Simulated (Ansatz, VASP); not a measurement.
## P: VASP beside Ansatz

```
P
1.0
     3.31000    0.00000    0.00000
     0.00000    4.38000    0.00000
     0.00000    0.00000   17.00000
P
4
Direct
  0.50000 0.59000 0.56053
  0.00000 0.91000 0.56053
  0.50000 0.41000 0.43947
  0.00000 0.09000 0.43947
```

Change from the starting cell: species swapped into a sheet of the P type.

Alike in both runs: task single point; functional PBE; k mesh 6 × 4 × 1; occupations gaussian, width 0.1 eV; no spin polarisation.

|  | VASP | Ansatz |
| --- | --- | --- |
| version | VASP 6.6.1 | Ansatz 0.2.0 |
| potentials or method | VASP PAW PBE potentials, release 64 (P), cutoff 520 eV | scalar-relativistic, plane waves, PAW |
| valence electrons in the cell | 20 | 20 |

Ansatz gave:

```
gap on the k mesh at the Fermi level (eV) : 0.80
least direct gap on the mesh (eV)         : 0.80
rms of the force components (eV/Å)        : 0.548
```

Estimate VASP's values.

gap on the k mesh at the Fermi level (eV): 0.81; least direct gap on the mesh (eV): 0.81; rms of the force components (eV/Å): 0.519.

Atom by atom the forces differ by 0.030 eV/Å (rms over components). The functional is the same, so the differences come from potentials, cutoffs and numerics. Ansatz's warnings: slab cell height set.
